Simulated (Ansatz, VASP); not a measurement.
CdS in VASP and in Ansatz

File INCAR:

```
SYSTEM = CdS
ALGO     = Normal         ! electronic algorithm
EDIFF    = 1E-6           ! SCF threshold, eV
EDIFFG   = -0.01          ! ionic threshold
ENCUT    = 600            ! plane-wave cutoff, eV
GGA      = RP             ! functional
IBRION   = 2              ! ionic algorithm
ISIF     = 3              ! what is computed and relaxed
ISMEAR   = -1             ! smearing method
IVDW     = 13             ! dispersion correction
LASPH    = .True.         ! aspherical terms in the spheres
LCHARG   = .False.        ! write CHGCAR
LREAL    = .False.        ! projectors in reciprocal space
LWAVE    = .False.        ! write WAVECAR
NELM     = 60             ! most SCF steps
NSW      = 60             ! ionic steps
PREC     = Accurate       ! precision mode
SIGMA    = 0.05           ! smearing width, eV
```

The input KPOINTS:

```
k-points
0
Gamma
  7 7 5
  0 0 0
```

POSCAR

```
CdS
1.0
    4.2611695877      0.0000000000      0.0000000000
   -2.1305847939      3.6902811128      0.0000000000
    0.0000000000      0.0000000000      5.8041729400
Cd S
1 1
Direct
    0.0000000000      0.0000000000      0.4426919200
    0.6666666667      0.3333333333      0.4343080800
```

input.yaml

```yaml
crystal:
  lattice:
    - [4.2611695877, 0.0, 0.0]
    - [-2.1305847939, 3.6902811128, 0.0]
    - [0.0, 0.0, 5.80417294]
  atoms:
    - { symbol: Cd, position: [0.0, 0.0, 0.44269192] }
    - { symbol: S, position: [0.6666666667, 0.3333333333, 0.43430808] }
hamiltonian:
  xc: rpbe
  pseudopotentials: { kind: paw }
  dispersion: d4
kpoints:
  mp_grid: { grid: [7, 7, 5] }
scf:
  occupations: { method: fermi_dirac, width: 0.05 }
output:
  forces: true
  stress: true
  eigenvalues: true
relax:
  f_tol: 0.01
  max_steps: 40
  cell: { stress_tol: 0.05 }
```

Alike in both runs: task relaxation of cell and atoms; functional RPBE; dispersion D4; k mesh 7 × 7 × 5; occupations fermi-dirac, width 0.05 eV; no spin polarisation.

|  | VASP | Ansatz |
| --- | --- | --- |
| version | VASP 6.6.1 | Ansatz 0.2.0 |
| potentials or method | VASP PAW PBE potentials, release 64 (Cd, S) | Ansatz PAW |
| plane-wave cutoff (eV) | 600 | 420 |
| valence electrons in the cell | 18 | 26 |

Ansatz gave:

| Quantity | Value |
| --- | --- |
| gap on the k mesh at the Fermi level, each at its own relaxed structure (eV) | none |
| relaxed volume (Å³/atom) | 20.40 |
| relaxed cell length with the largest relative difference (Å) | 3.707 |

Question: Which values does VASP return?

Answer: gap on the k mesh at the Fermi level, each at its own relaxed structure (eV): none; relaxed volume (Å³/atom): 20.52; relaxed cell length with the largest relative difference (Å): 3.714.

VASP's potentials were made for PBE, not for RPBE. A gap of «none» marks a metal or a gap that the smearing closes. VASP's potentials hold 18 valence electrons a cell and Ansatz's 26, so a difference there can come from the potentials and not from the codes.

Noted on VASP's run: the volume moved by over 15 % at a fixed basis, so the end points are rough. Noted on Ansatz's run: the volume moved by over 15 % at a fixed basis, so the end points are rough; the plane-wave basis is chosen anew once the cell has moved, so the energies of steps on either side of that aren't comparable.
